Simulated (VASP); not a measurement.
Set up this calculation in VASP 6.6.1, as the native input.

```
Task                   : single point
Functional             : PBE
Potentials or basis    : VASP PAW PBE potentials, release 64 (B, As)
Cutoff                 : 520 eV
k mesh                 : 10 × 10 × 10
Occupations            : gaussian, width 0.05 eV
Spin                   : no spin polarisation
Dipole correction      : no
Further INCAR settings : ALGO = Normal; EDIFF = 1e-07; NBANDS = 11
```

The structure of BAs lies in POSCAR:

```
BAs
1.0
    0.0000000000      2.3322788263      2.4044111611
    2.4044111611      0.0000000000      2.4044111611
    2.4044111611      2.3322788263      0.0000000000
B As
1 1
Direct
    0.0000000000      0.0000000000      0.0000000000
    0.7500000000      0.7500000000      0.7500000000
```

This cell differs from its parent crystal: strain -0.0300 x Voigt [0, 1, 0, 0, 0, 0].

The input as run:

INCAR

```
PREC = Accurate
ENCUT = 520
EDIFF = 1E-7
ISMEAR = 0
SIGMA = 0.05
LREAL = False
LASPH = True
NELM = 60
ALGO = Normal
ISIF = 2
LWAVE = False
LCHARG = True
GGA = PE
LELF = True
LVHAR = True
NBANDS = 11
```

KPOINTS

```
regular mesh
0
Gamma
  10 10 10
```

Potentials or basis: VASP PAW PBE potentials, release 64 (B, As).

Launch:

```console
$ cat potpaw_PBE.64/B/POTCAR potpaw_PBE.64/As/POTCAR > POTCAR
$ mpirun -np 1 vasp_std > vasp.out
```

Results of the run:

```
Pressure               : 5.0 GPa
Band gap on the k mesh : 0.71 eV, indirect (least direct gap 2.97 eV)
```

Caveat: the cell differs from its parent crystal (strain -0.0300 x Voigt [0, 1, 0, 0, 0, 0]).

It took 21 s on 1 thread of Intel(R) Xeon(R) Platinum 8559C (Emerald Rapids), on a shared host, peak memory 0.18 GiB.
